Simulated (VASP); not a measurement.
# Mg (Fd-3m) in VASP: notebook, part 2 of 2

VASP 6.6.1.

## Step 3: Single point, PBE

The input, INCAR:

```
SYSTEM = Mg
ALGO = Normal
EDIFF = 1E-6
ENCUT = 520
GGA = PE
ISIF = 2
ISMEAR = -1
LASPH = .True.
LCHARG = .False.
LREAL = .False.
LWAVE = .False.
NBANDS = 9
NELM = 60
PREC = Accurate
SIGMA = 0.08
```

The input, KPOINTS:

```
k-points
0
Gamma
  11 11 11
  0 0 0
```

The input, POSCAR:

```
Mg
1.0
    0.0000000000      3.1115504427      3.1115504427
    3.1115504427      0.0000000000      3.1115504427
    3.1115504427      3.1115504427      0.0000000000
Mg
2
Direct
   -0.1250000000     -0.1250000000     -0.1250000000
    0.1250000000      0.1250000000      0.1250000000
```

Potentials or basis: VASP PAW PBE potentials, release 64 (Mg).

Command:

```
$ cat potpaw_PBE.64/Mg/POTCAR > POTCAR
$ mpirun -np 1 vasp_std > vasp.out
```

OUTCAR:

```text
SYSTEM = Mg
   EDIFF = 1E-6
   ENCUT = 520
   GGA = PE
   ISIF = 2
   ISMEAR = -1
   LASPH = .True.
   LREAL = .False.
   NELM = 60
   PREC = Accurate

 ion  position               nearest neighbor table
   1  0.875  0.875  0.875-   2 2.69   2 2.69   2 2.69   2 2.69
   2  0.125  0.125  0.125-   1 2.69   1 2.69   1 2.69   1 2.69

  LATTYP: Found a face centered cubic cell.
 ALAT       =     6.2231008854

  Lattice vectors:

 A1 = (   0.0000000000,   3.1115504427,   3.1115504427)
 A2 = (   3.1115504427,   0.0000000000,   3.1115504427)
 A3 = (   3.1115504427,   3.1115504427,   0.0000000000)

Analysis of symmetry for initial positions (statically):
=====================================================================
 Subroutine PRICEL returns:
 Original cell was already a primitive cell.

 Routine SETGRP: Setting up the symmetry group for a
 face centered cubic supercell.

 Subroutine GETGRP returns: Found 48 space group operations
 (whereof 12 operations were pure point group operations)
 out of a pool of 48 trial point group operations.

The static configuration has the point symmetry D_3d.
 The point group associated with its full space group is O_h .

Analysis of symmetry for dynamics (positions and initial velocities):
=====================================================================
 Subroutine PRICEL returns:
 Original cell was already a primitive cell.

 Routine SETGRP: Setting up the symmetry group for a
 face centered cubic supercell.

 Subroutine GETGRP returns: Found 48 space group operations
 (whereof 12 operations were pure point group operations)
 out of a pool of 48 trial point group operations.

The dynamic configuration has the point symmetry D_3d.
 The point group associated with its full space group is O_h .

 Subroutine INISYM returns: Found 48 space group operations
 (whereof 12 operations are pure point group operations),
 and found     1 'primitive' translations

----------------------------------------------------------------------------------------

                                     Primitive cell

  volume of cell :      60.2505

  direct lattice vectors                    reciprocal lattice vectors
     0.000000000  3.111550443  3.111550443    -0.160691594  0.160691594  0.160691594
     3.111550443  0.000000000  3.111550443     0.160691594 -0.160691594  0.160691594
     3.111550443  3.111550443  0.000000000     0.160691594  0.160691594 -0.160691594

  length of vectors
     4.400396836  4.400396836  4.400396836     0.278326005  0.278326005  0.278326005

  position of ions in fractional coordinates (direct lattice)
     0.875000000  0.875000000  0.875000000
     0.125000000  0.125000000  0.125000000

  ion indices of the primitive-cell ions
   primitive index   ion index
                 1           1
                 2           2

----------------------------------------------------------------------------------------

 KPOINTS: k-points

Automatic generation of k-mesh.
 Grid dimensions read from file:
 generate k-points for:   11   11   11

 Generating k-lattice:

  Cartesian coordinates                     Fractional coordinates (reciprocal lattice)
    -0.014608327  0.014608327  0.014608327     0.090909091  0.000000000  0.000000000
     0.014608327 -0.014608327  0.014608327     0.000000000  0.090909091  0.000000000
     0.014608327  0.014608327 -0.014608327     0.000000000  0.000000000  0.090909091

  Length of vectors
     0.025302364  0.025302364  0.025302364

  Shift w.r.t. Gamma in fractional coordinates (k-lattice)
     0.000000000  0.000000000  0.000000000

 Subroutine IBZKPT returns following result:
 ===========================================

 Found     56 irreducible k-points:

 Following reciprocal coordinates:
            Coordinates               Weight
  0.000000  0.000000  0.000000      1.000000
  0.090909  0.000000  0.000000      8.000000
  0.181818  0.000000  0.000000      8.000000
  0.272727  0.000000  0.000000      8.000000
  0.363636  0.000000  0.000000      8.000000
  0.454545  0.000000  0.000000      8.000000
[... 16 lines left out ...]
 -0.272727  0.181818  0.000000     24.000000
 -0.181818  0.181818  0.000000     12.000000
 [... further k-points ...]
   k-points           NKPTS =     56   k-points in BZ     NKDIM =     56   number of bands    NBANDS=      9
   number of dos      NEDOS =    301   number of ions     NIONS =      2
   total plane-waves  NPLWV =  46656
   dimension x,y,z NGX =    36 NGY =   36 NGZ =   36
   dimension x,y,z NGXF=    72 NGYF=   72 NGZF=   72
   ions per type =               2
   NGX,Y,Z   is equivalent  to a cutoff of  13.60, 13.60, 13.60 a.u.
   NGXF,Y,Z  is equivalent  to a cutoff of  27.20, 27.20, 27.20 a.u.
 SYSTEM =  Mg
   PREC   = accura    normal or accurate (medium, high low for compatibility)
   ISTART =      0    job   : 0-new  1-cont  2-samecut
   ICHARG =      2    charge: 1-file 2-atom 10-const
   ISPIN  =      1    spin polarized calculation?
   LNONCOLLINEAR =      F non collinear calculations
   LSORBIT =      F    spin-orbit coupling
   LASPH  =      T    aspherical Exc in radial PAW
   ENCUT  =  520.0 eV  38.22 Ry    6.18 a.u.   8.18  8.18  8.18*2*pi/ulx,y,z
   NELM   =     60;   NELMIN=  2; NELMDL= -5     # of ELM steps
   EDIFF  = 0.1E-05   stopping-criterion for ELM
   LREAL  =      F    real-space projection
   EDIFFG = 0.1E-04   stopping-criterion for IOM
   NSW    =      0    number of steps for IOM
   IBRION =     -1    ionic relax: 0-MD 1-quasi-New 2-CG
   NFREE  =      0    steps in history (QN), initial steepest desc. (CG)
   ISIF   =      2    stress and relaxation
   ISYM   =      2    0-nonsym 1-usesym 2-fastsym
   POTIM  = 0.5000    time-step for ionic-motion
   TEBEG  =    0.0;   TEEND  =   0.0 temperature during run
   PSTRESS=    0.0 pullay stress
   NELECT =       4.0000    total number of electrons
   NUPDOWN=      -1.0000    fix difference up-down
   EMIN   =  10.00;   EMAX   =-10.00  energy-range for DOS
   EFERMI =   0.00;   METHOD = LEGACY
   ISMEAR =    -1;   SIGMA  =   0.08  broadening in eV -4-tet -1-fermi 0-gaus
   EFERMI_NEDOS =   21; number of points for ismear=-14 and -15
   IALGO  =     38    algorithm
   IMIX   =      4    mixing-type and parameters
     AMIX     =   0.40;   BMIX     =  1.00
     AMIX_MAG =   1.60;   BMIX_MAG =  1.00
  volume/ion in A,a.u.               =      30.13       203.30
  Fermi-wavevector in a.u.,A,eV,Ry     =   0.662890  1.252680  5.978711  0.439423
  Thomas-Fermi vector in A             =   1.736099
   LORBIT       =      0    0 simple, 1 ext, 2 COOP (PROOUT), +10 PAW based schemes
   GGA     = PE    functional components
   LHFCALC =     F    Hartree Fock is set to
   AEXX    =    0.0000 exact exchange contribution
   IVDW    =     0    specifies the selected vdW correction
   LEPSILON=     F    determine dielectric tensor
   LRPA    =     F    only Hartree local field effects (RPA)
 non-spin polarized calculation
  energy-cutoff  :      520.00
  volume of cell :       60.25
 maximum number of plane-waves:      1639
 NGX is ok and might be reduce to    36
   NGX = 17   NGY = 17   NGZ = 17

 number of electron       4.0000000 magnetization

 Free energy of the ion-electron system (eV)
  ---------------------------------------------------
  ext. energy  EPLUGINS =         0.00000000
  ---------------------------------------------------
  free energy    TOTEN  =        -1.18786792 eV

  energy without entropy =       -1.16454768  energy(sigma->0) =       -1.17620780

 E-fermi :   1.1237     XC(G=0):  -7.5234

 val. band max:        1.0828273925   @ k =  -0.4545   0.3636   0.1818
 cond. band min:       1.1484308013   @ k =  -0.1818   0.2727   0.0909
 fundamental gap:      0.0656034088
 Fermi energy:         1.1236912007

 k-point     1 :       0.0000    0.0000    0.0000
  band No.  band energies     occupation
      1      -4.6937      2.00000
      2       5.1165      0.00000
      3       5.1165      0.00000
      4       5.1165      0.00000
      5       6.1100      0.00000
      6       6.1100      0.00000
      7       6.1100      0.00000
      8       9.1471      0.00000
      9       9.1859      0.00000
[... 265 lines left out ...]
 k-point    24 :      -0.1818    0.1818    0.0000
  band No.  band energies     occupation
      1      -3.7100      2.00000
      2       1.8769      0.00016
      3       2.1670      0.00000
      4       4.5578      0.00000
      5       6.4696      0.00000
      6       7.0419      0.00000
      7       7.4867      0.00000
      8       7.5831      0.00000
      9       8.5278      0.00000

 [... further k-points ...]
[... 5 lines left out ...]
  --------------------------------------------------------------------------------------
  -------------------------------------------------------------------------------------
  Total        2.1562742      2.1562742      2.1562742     -0.0000000     -0.0000000      0.0000000
  in kB       57.3395167     57.3395167     57.3395167     -0.0000000     -0.0000000      0.0000000
  external PRESSURE =      57.3395167 kB  Pullay stress =       0.0000000 kB

 VOLUME and BASIS-vectors are now :
 -----------------------------------------------------------------------------
  energy-cutoff  :      520.00
  volume of cell :       60.25
      direct lattice vectors                 reciprocal lattice vectors
     0.000000000  3.111550443  3.111550443    -0.160691594  0.160691594  0.160691594
     3.111550443  0.000000000  3.111550443     0.160691594 -0.160691594  0.160691594
     3.111550443  3.111550443  0.000000000     0.160691594  0.160691594 -0.160691594

 POSITION                                       TOTAL-FORCE (eV/Angst)
 -----------------------------------------------------------------------------------
      5.44521      5.44521      5.44521        -0.000000      0.000000      0.000000
      0.77789      0.77789      0.77789         0.000000     -0.000000     -0.000000
 -----------------------------------------------------------------------------------
    total drift:                               -0.000000      0.000000      0.000000

  FREE ENERGIE OF THE ION-ELECTRON SYSTEM (eV)
  ---------------------------------------------------
  free  energy   TOTEN  =        -1.1878679226 eV

  energy  without entropy=       -1.1645476823  energy(sigma->0) =       -1.17620780
```

It took 14 s on 1 thread of Intel Xeon 6975P-C, shared host; peak memory 0.21 GiB.

Results:

* Free energy: -1.1879 eV
* Pressure: 5.7 GPa
* Band gap on the k mesh: zero (band 2 reaches 5.12 eV, above the bottom of band 3 at 0.31 eV)

Levels at points of the mesh, in eV from the Fermi level:
| k point | band 1 | band 2 | band 3 | band 4 | band 5 |
| --- | --- | --- | --- | --- | --- |
| (0.00, 0.00, 0.00) | -5.82 | 3.99 | 3.99 | 3.99 | 4.99 |
